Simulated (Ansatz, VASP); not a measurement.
**Nb in VASP and in Ansatz**

```
Nb
1.0
     0.00000    2.10080    2.10080
     2.10080    0.00000    2.10080
     2.10080    2.10080    0.00000
Nb
1
Cartesian
  0.0000 0.0000 0.0000
```

Change from the starting cell: volume scaled by 0.98.

Alike in both runs: task single point; functional LDA; k mesh 11 × 11 × 11; occupations fermi-dirac, width 0.05 eV; no spin polarisation.

|  | VASP | Ansatz |
| --- | --- | --- |
| version | VASP 6.6.1 | Ansatz 0.2.0 |
| potentials or method | VASP PAW LDA potentials, release 64 (Nb_sv), cutoff 520 eV | all-electron LAPW, scalar-relativistic |

```csv
,VASP,Ansatz,Ansatz less VASP
gap on the k mesh at the Fermi level (eV),none,none,-
pressure (GPa),-8.1,-8.0,+0.10
```

LDA's correlation is that of Perdew and Zunger in VASP and of Perdew and Wang (1992) in Ansatz. A gap of «none» marks a metal or a gap that the smearing closes. Ansatz ran all-electron here, and VASP with PAW potentials.
